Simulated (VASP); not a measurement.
Here is a VASP 6.6.1 calculation.

INCAR

```
SYSTEM = Be
PREC = Accurate
ENCUT = 520
EDIFF = 1E-6
ISMEAR = 0
SIGMA = 0.15
LREAL = .False.
LASPH = .True.
NELM = 100
ALGO = Fast
ISIF = 2
LWAVE = .False.
LCHARG = .False.
GGA = PE
NBANDS = 9
```

Contents of KPOINTS:

```
Automatic mesh
0
Gamma
  24 24 14
  0 0 0
```

Contents of POSCAR:

```
Be
1.0
    2.2995019849      0.0000000000      0.0000000000
   -1.1497509925      1.9914271350      0.0000000000
    0.0000000000      0.0000000000      3.6009000000
Be
2
Direct
    0.1826876006      0.3653752011      0.0833749896
    0.6666666667      0.3333333333      0.7500000000
```

Potentials or basis: VASP PAW PBE potentials, release 64 (Be).

Launch:

```bash
$ cat potpaw_PBE.64/Be/POTCAR > POTCAR
$ mpirun -np 1 vasp_std > vasp.out
```

Estimate the pressure.

30.5 GPa.

Predict the band gap on the k mesh.

zero (band 2 reaches 7.92 eV, above the bottom of band 3 at 5.24 eV).

What does it give for the largest force?

6.986 eV/Å.

Stress tensor (GPa, compression positive):
```
 52.76   0.00   0.00
  0.00 -20.07   4.63
  0.00   4.63  58.95
```

Caveat: the cell differs from its parent crystal (atom 1 (Be) moved by (-0.600, -0.600) A along y and z); forces of over 1 eV/Å act on the atoms, so gaps and moduli don't describe the material at rest.
